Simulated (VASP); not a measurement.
Set up this calculation in VASP 6.6.1, as the native input.

```
Task                   : single point
Functional             : RPBE
Dispersion             : D4
Potentials or basis    : VASP PAW PBE potentials, release 64 (Mn_pv, S)
Cutoff                 : 520 eV
k mesh                 : 9 × 9 × 9
Occupations            : fermi-dirac, width 0.05 eV
Spin                   : collinear spin, ferromagnetic start
Starting moments       : [4.0, 0.0] μB
Dipole correction      : no
Further INCAR settings : ALGO = Normal; EDIFF = 1e-07; NBANDS = 20
```

The structure of MnS lies in POSCAR:

```
MnS
1.0
    0.0000000000      2.4773460390      2.4773460390
    2.4773460390      0.0000000000      2.4773460390
    2.4773460390      2.4773460390      0.0000000000
Mn S
1 1
Direct
    0.0000000000      0.0000000000      0.0000000000
    0.5000000000      0.5000000000      0.5000000000
```

These files were run (other wordings do the same):

INCAR

```
PREC     = Accurate       # precision mode
ENCUT    = 520            # plane-wave cutoff, eV
EDIFF    = 1E-7           # SCF threshold, eV
ISMEAR   = -1             # smearing method
SIGMA    = 0.05           # smearing width, eV
LREAL    = False          # projectors in reciprocal space
LASPH    = True           # aspherical terms in the spheres
NELM     = 150            # most SCF steps
ALGO     = Normal         # electronic algorithm
ISIF     = 2              # what is computed and relaxed
LWAVE    = False          # write WAVECAR
LCHARG   = False          # write CHGCAR
ISPIN    = 2              # spin polarisation
MAGMOM   = 4 0            # initial moments
LORBIT   = 11             # projections on sites
LMAXMIX  = 4              # l up to which the mixer works
GGA      = RP             # functional
IVDW     = 13             # dispersion correction
NBANDS   = 20             # bands
```

KPOINTS

```
regular mesh
0
Gamma
  9 9 9
```

Potentials or basis: VASP PAW PBE potentials, release 64 (Mn_pv, S).

The run is started by

```sh
$ cat potpaw_PBE.64/Mn_pv/POTCAR potpaw_PBE.64/S/POTCAR > POTCAR
$ mpirun -np 1 vasp_std > vasp.out
```

It gave:

```
Pressure                                              : -0.1 GPa
Net moment                                            : 4.25 μB per cell
Site moments                                          : Mn +3.92; S +0.07 μB
Valence electrons inside the program's atomic spheres : Mn 11.46; S 3.77
Dispersion energy per atom                            : -0.941 eV
```

Caveat: the PAW data sets were made with another functional, which shifts forces and pressure a little; a cell with one magnetic atom can't hold antiferromagnetic order, which such compounds often take; pairwise dispersion overbinds metals, which lowers pressure and volume.

Wall time 48 s on 1 thread of Intel(R) Xeon(R) Platinum 8259CL CPU @ 2.50GHz (Skylake/Cascade Lake) (shared host), peak memory 0.19 GiB.
